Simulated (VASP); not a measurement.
Input of a VASP 6.6.1 run:

Contents of INCAR:

```
  ALGO = Normal
  EDIFF = 1E-6
  ENCUT = 520
  GGA = PE
  ISIF = 2
  ISMEAR = 0
  LASPH = T
  LCHARG = F
  LREAL = F
  LWAVE = F
  NBANDS = 17
  NELM = 100
  PREC = Accurate
  SIGMA = 0.027000000000000003
```

File KPOINTS:

```
k-points
0
Gamma
  7 7 7
```

POSCAR

```
PbS
1.0
    3.6536590000      0.0000000000      0.0000000000
    0.0000000000      3.6536590000      0.0000000000
    0.0000000000      0.0000000000      3.6536590000
Pb S
1 1
Direct
    0.0000000000      0.0000000000      0.0000000000
    0.5000000000      0.5000000000      0.5000000000
```

Potentials or basis: VASP PAW PBE potentials, release 64 (Pb_d, S).

Run with:

```bash
$ cat potpaw_PBE.64/Pb_d/POTCAR potpaw_PBE.64/S/POTCAR > POTCAR
$ mpirun -np 1 vasp_std > vasp.out
```

(1) Estimate the pressure.

(2) What does it give for the band gap on the k mesh?

Answers

(1) 0.2 GPa.

(2) 0.10 eV, indirect (least direct gap 1.42 eV).

Caveat: spin-orbit coupling is left out, which moves the levels of the heavy elements.
